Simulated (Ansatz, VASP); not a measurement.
One calculation of NiO2, two programs

INCAR

```
SYSTEM = NiO2
  ALGO = Normal
  EDIFF = 1E-6
  ENCUT = 700
  GGA = PS
  GGA_COMPAT = .FALSE.
  ISIF = 2
  ISMEAR = 0
  LASPH = .TRUE.
  LCHARG = .TRUE.
  LELF = .TRUE.
  LREAL = .FALSE.
  LVHAR = .TRUE.
  LWAVE = .FALSE.
  NBANDS = 22
  NELM = 120
  PREC = Accurate
  SIGMA = 0.05
```

File KPOINTS:

```
k-points
0
G
  12 12 6
  0 0 0
```

POSCAR

```
NiO2
1.0
    2.8221285779      0.0000000000      0.0000000000
   -1.4110642890      2.4440350412      0.0000000000
    0.0000000000      0.0000000000      4.8391038725
Ni O
1 2
Direct
    0.0000000000      0.0000000000      0.5000000000
    0.6666666667      0.3333333333      0.6499533987
    0.3333333333      0.6666666667      0.3500466013
```

Input for Ansatz:

```yaml
crystal:
  lattice:
    - [2.8221285779, 0.0, 0.0]
    - [-1.411064289, 2.4440350412, 0.0]
    - [0.0, 0.0, 4.8391038725]
  atoms:
    - { symbol: Ni, position: [0.0, 0.0, 0.5] }
    - { symbol: O, position: [0.6666666667, 0.3333333333, 0.6499533987] }
    - { symbol: O, position: [0.3333333333, 0.6666666667, 0.3500466013] }
basis:
  ecutwfc: 520.0
kpoints:
  mp_grid: { grid: [12, 12, 6] }
hamiltonian:
  xc: pbesol
scf:
  occupations: { method: gaussian, width: 0.05 }
output:
  forces: true
  stress: true
  eigenvalues: true
```

Alike in both runs: task single point; functional PBEsol; k mesh 12 × 12 × 6; occupations gaussian, width 0.05 eV; no spin polarisation.

|  | VASP | Ansatz |
| --- | --- | --- |
| version | VASP 6.6.1 | Ansatz 0.2.0 |
| potentials or method | VASP PAW PBE potentials, release 64 (Ni_sv_GW, O), cutoff 700 eV | scalar-relativistic, plane waves, PAW |
| valence electrons in the cell | 30 | 30 |

```tsv
	VASP	Ansatz	Ansatz less VASP
gap on the k mesh at the Fermi level (eV)	0.81	0.82	+0.007
least direct gap on the mesh (eV)	1.34	1.35	+0.004
pressure (GPa)	26.9	26.8	-0.08
traceless stress, the component that is largest in VASP (GPa)	0.15	0.93	+0.785
rms of the force components (eV/Å)	1.896	1.881	-0.0150
```

VASP's potentials were made for PBE, not for PBEsol. Atom by atom the forces differ by 0.015 eV/Å (rms over components).
